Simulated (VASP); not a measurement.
# V3Os (Fm-3m) in VASP: notebook

V3Os is run at these levels: LDA; tasks: single point.

Program: VASP 6.6.1. These are calculated values, not measurements. Logs are shortened: lines on timing, memory, paths and dates and some standing lists are left out, and cuts for length are marked.

### Step 1. The cell of the first run

It takes space group Fm-3m (No. 225, cubic). Conventional cell: a = 5.971 Å, b = 5.971 Å, c = 5.971 Å, α = 90.00°, β = 90.00°, γ = 90.00°. Within 3.4 Å of V (site symmetry -43m) lie 10 V at 2.59 to 2.99 Å and 4 Os at 2.59 Å. Within 3.4 Å of V (site symmetry m-3m) lie 8 V at 2.59 Å and 6 Os at 2.99 Å. Os (site symmetry m-3m) has 14 V at 2.59 to 2.99 Å within 3.4 Å.

### Step 2. Single point, LDA, collinear spin, zero start

File INCAR:

```
SYSTEM = V3Os
ALGO = Normal
EDIFF = 1E-7
ENCUT = 520
ISIF = 2
ISMEAR = -1
ISPIN = 2
LASPH = .True.
LCHARG = .False.
LMAXMIX = 4
LORBIT = 11
LREAL = .False.
LWAVE = .False.
MAGMOM = 0 0 0 0
NBANDS = 36
NELM = 150
NUPDOWN = 0.0
PREC = Accurate
SIGMA = 0.1
```

File KPOINTS:

```
k-points
0
Gamma
  7 7 7
  0 0 0
```

File POSCAR:

```
V3Os
1.0
    4.2222960000      0.0000000000      0.0000000000
    2.1111480000      3.6566155983      0.0000000000
    2.1111480000      1.2188718661      3.4474902477
V Os
3 1
Direct
    0.2500000000      0.2500000000      0.2500000000
    0.7500000000      0.7500000000      0.7500000000
    0.5000000000      0.5000000000      0.5000000000
    0.0000000000      0.0000000000      0.0000000000
```

Potentials or basis: VASP PAW LDA potentials, release 64 (V_sv, Os).

Command:

```console
$ cat potpaw_LDA.64/V_sv/POTCAR potpaw_LDA.64/Os/POTCAR > POTCAR
$ mpirun -np 1 vasp_std > vasp.out
```

OUTCAR:

```text
SYSTEM = V3Os
   EDIFF = 1E-7
   ENCUT = 520
   ISIF = 2
   ISMEAR = -1
   ISPIN = 2
   LASPH = .True.
   LORBIT = 11
   LREAL = .False.
   NELM = 150
   NUPDOWN = 0.0
   PREC = Accurate

 ion  position               nearest neighbor table
   1  0.250  0.250  0.250-   4 2.59   3 2.59   4 2.59   3 2.59   3 2.59   4 2.59   4 2.59   3 2.59

   2  0.750  0.750  0.750-   3 2.59   3 2.59   4 2.59   4 2.59   4 2.59   3 2.59   3 2.59   4 2.59

   3  0.500  0.500  0.500-   1 2.59   1 2.59   2 2.59   2 2.59   2 2.59   1 2.59   1 2.59   2 2.59
                             4 2.99   4 2.99   4 2.99   4 2.99   4 2.99   4 2.99
   4  0.000  0.000  0.000-   2 2.59   1 2.59   2 2.59   1 2.59   1 2.59   2 2.59   2 2.59   1 2.59
                             3 2.99   3 2.99   3 2.99   3 2.99   3 2.99   3 2.99

  LATTYP: Found a face centered cubic cell.
 ALAT       =     5.9712282676

  Lattice vectors:

 A1 = (   4.2222960000,   0.0000000000,   0.0000000000)
 A2 = (   2.1111480000,   3.6566155983,   0.0000000000)
 A3 = (   2.1111480000,   1.2188718661,   3.4474902477)

Analysis of symmetry for initial positions (statically):
=====================================================================
 Subroutine PRICEL returns:
 Original cell was already a primitive cell.

 Routine SETGRP: Setting up the symmetry group for a
 face centered cubic supercell.

 Subroutine GETGRP returns: Found 48 space group operations
 (whereof 48 operations were pure point group operations)
 out of a pool of 48 trial point group operations.

The static configuration has the point symmetry O_h .

Analysis of symmetry for dynamics (positions and initial velocities):
=====================================================================
 Subroutine PRICEL returns:
 Original cell was already a primitive cell.

 Routine SETGRP: Setting up the symmetry group for a
 face centered cubic supercell.

 Subroutine GETGRP returns: Found 48 space group operations
 (whereof 48 operations were pure point group operations)
 out of a pool of 48 trial point group operations.

The dynamic configuration has the point symmetry O_h .

Analysis of structural, dynamic, and magnetic symmetry:
=====================================================================
 Subroutine PRICEL returns:
 Original cell was already a primitive cell.

 Routine SETGRP: Setting up the symmetry group for a
 face centered cubic supercell.

 Subroutine GETGRP returns: Found 48 space group operations
 (whereof 48 operations were pure point group operations)
[... 128 lines left out ...]
   AEXX    =    0.0000 exact exchange contribution
   IVDW    =     0    specifies the selected vdW correction
   LEPSILON=     F    determine dielectric tensor
   LRPA    =     F    only Hartree local field effects (RPA)
 spin polarized calculation
  energy-cutoff  :      520.00
  volume of cell :       53.23
 maximum number of plane-waves:      1459
   NGX = 15   NGY = 15   NGZ = 15

 number of electron      47.0000013 magnetization      -0.0000000

 number of electron      47.0000013 magnetization       0.0000000

 Free energy of the ion-electron system (eV)
  ---------------------------------------------------
  ext. energy  EPLUGINS =         0.00000000
  ---------------------------------------------------
  free energy    TOTEN  =       -43.88930954 eV

  energy without entropy =      -43.81283053  energy(sigma->0) =      -43.85107004

 E-fermi :   9.8671     XC(G=0): -13.6110

 val. band max:        9.8482356474   @ k =  -0.4286   0.4286   0.1429
 cond. band min:       9.9032025804   @ k =  -0.2857   0.1429   0.0000
 fundamental gap:      0.0549669330
 Fermi energy:         9.8670562478

 spin component 1

 k-point     1 :       0.0000    0.0000    0.0000
  band No.  band energies     occupation
      1     -53.4917      1.00000
      2     -53.3942      1.00000
      3     -53.0697      1.00000
      4     -27.7893      1.00000
      5     -27.7893      1.00000
      6     -27.7893      1.00000
[... 749 lines left out ...]
     34      13.3144      0.00000
     35      13.3268      0.00000
 Fermi energy:         9.8670560423

 spin component 2

 k-point     1 :       0.0000    0.0000    0.0000
  band No.  band energies     occupation
      1     -53.4917      1.00000
      2     -53.3942      1.00000
      3     -53.0697      1.00000
      4     -27.7893      1.00000
      5     -27.7893      1.00000
      6     -27.7893      1.00000
[... 749 lines left out ...]
     34      13.3144      0.00000
     35      13.3268      0.00000
 [bands above 35 left out]

------------------------ aborting loop because EDIFF is reached ----------------------------------------

  FORCE on cell =-STRESS in cart. coord.  units (eV):
  Direction    XX          YY          ZZ          XY          YZ          ZX
  --------------------------------------------------------------------------------------
  -------------------------------------------------------------------------------------
  Total       -3.6886948     -3.6886948     -3.6886948      0.0000000     -0.0000000      0.0000000
  in kB     -111.0330512   -111.0330512   -111.0330512      0.0000000     -0.0000000      0.0000000
  external PRESSURE =    -111.0330512 kB  Pullay stress =       0.0000000 kB

 VOLUME and BASIS-vectors are now :
 -----------------------------------------------------------------------------
  energy-cutoff  :      520.00
  volume of cell :       53.23
      direct lattice vectors                 reciprocal lattice vectors
     4.222296000  0.000000000  0.000000000     0.236837967 -0.136738464 -0.096688695
     2.111148000  3.656615598  0.000000000     0.000000000  0.273476928 -0.096688695
     2.111148000  1.218871866  3.447490248     0.000000000  0.000000000  0.290066085

 POSITION                                       TOTAL-FORCE (eV/Angst)
 -----------------------------------------------------------------------------------
      2.11115      1.21887      0.86187        -0.000000      0.000000      0.000000
      6.33344      3.65662      2.58562         0.000000     -0.000000     -0.000000
      4.22230      2.43774      1.72375        -0.000000     -0.000000     -0.000000
      0.00000      0.00000      0.00000         0.000000     -0.000000     -0.000000
 -----------------------------------------------------------------------------------
    total drift:                                0.000000      0.000000     -0.000000

  FREE ENERGIE OF THE ION-ELECTRON SYSTEM (eV)
  ---------------------------------------------------
  free  energy   TOTEN  =       -43.8893095402 eV

  energy  without entropy=      -43.8128305321  energy(sigma->0) =      -43.85107004

 total charge

# of ion       s       p       d       tot
------------------------------------------
    1        2.336   6.266   3.103  11.706
    2        2.336   6.266   3.103  11.706
    3        2.318   6.223   3.157  11.698
    4        0.736   0.721   6.174   7.631
--------------------------------------------------
tot          7.726  19.477  15.538  42.741

 magnetization (x)

# of ion       s       p       d       tot
------------------------------------------
    1        0.000   0.000   0.000   0.000
    2        0.000   0.000   0.000   0.000
    3       -0.000  -0.000   0.000   0.000
    4       -0.000   0.000   0.000   0.000
--------------------------------------------------
tot         -0.000  -0.000   0.000   0.000
```

stdout:

```text
POSCAR found type information on POSCAR V Os
 POSCAR found :  2 types and       4 ions
 scaLAPACK will be used
 LDA part: xc-table for (Slater(with rela. corr.)+CA(PZ))
 , standard interpolation
 POSCAR, INCAR and KPOINTS ok, starting setup
 FFT: planning ... GRIDC
 FFT: planning ... GRID_SOFT
 FFT: planning ... GRID
 WAVECAR not read
 entering main loop
```

Wall time 81 s (1 thread of Intel Xeon Platinum 8488C (Sapphire Rapids), shared host); peak memory 0.2 GiB.

Results:

| Item | Value |
| --- | --- |
| Free energy | -43.8893 eV |
| Pressure | -11.1 GPa |
| Net moment | 0.00 μB per cell |
| Valence electrons inside the program's atomic spheres | V 11.71, 11.70 (each value once); Os 7.63 |

Caveat: the cell stands under tension; spin-orbit coupling is left out, which moves the levels of the heavy elements; the total moment is fixed, so each spin has its own Fermi level.

### Step 3. Single point, LDA, collinear spin

File INCAR:

```
PREC = Accurate
ENCUT = 520
EDIFF = 1E-7
ISMEAR = -1
SIGMA = 0.1
LREAL = F
LASPH = T
NELM = 150
ALGO = Normal
ISIF = 2
LWAVE = F
LCHARG = F
ISPIN = 2
MAGMOM = 0.14 0.14 0.42 0.07
LORBIT = 11
NUPDOWN = 0.9
LMAXMIX = 4
NBANDS = 36
```

File KPOINTS:

```
regular mesh
0
Gamma
  7 7 7
```

POSCAR is that of step 2.

Potentials or basis: VASP PAW LDA potentials, release 64 (V_sv, Os).

Command:

```console
$ cat potpaw_LDA.64/V_sv/POTCAR potpaw_LDA.64/Os/POTCAR > POTCAR
$ mpirun -np 1 vasp_std > vasp.out
```

It took 66 s on 1 thread of Intel Xeon Platinum 8488C (Sapphire Rapids), shared host; peak memory 0.2 GiB.

The run converged. Its results:

* Free energy: -43.7583 eV
* Pressure: -10.5 GPa
* Net moment: 0.90 μB per cell
* Site moments: V +0.14, +0.40 (each value once); Os +0.09 μB
* Valence electrons inside the program's atomic spheres: V 11.71, 11.70 (each value once); Os 7.63

Caveat: the cell stands under tension; spin-orbit coupling is left out, which moves the levels of the heavy elements; the total moment is fixed, so each spin has its own Fermi level.

(Part 1 of 3 ends here.)
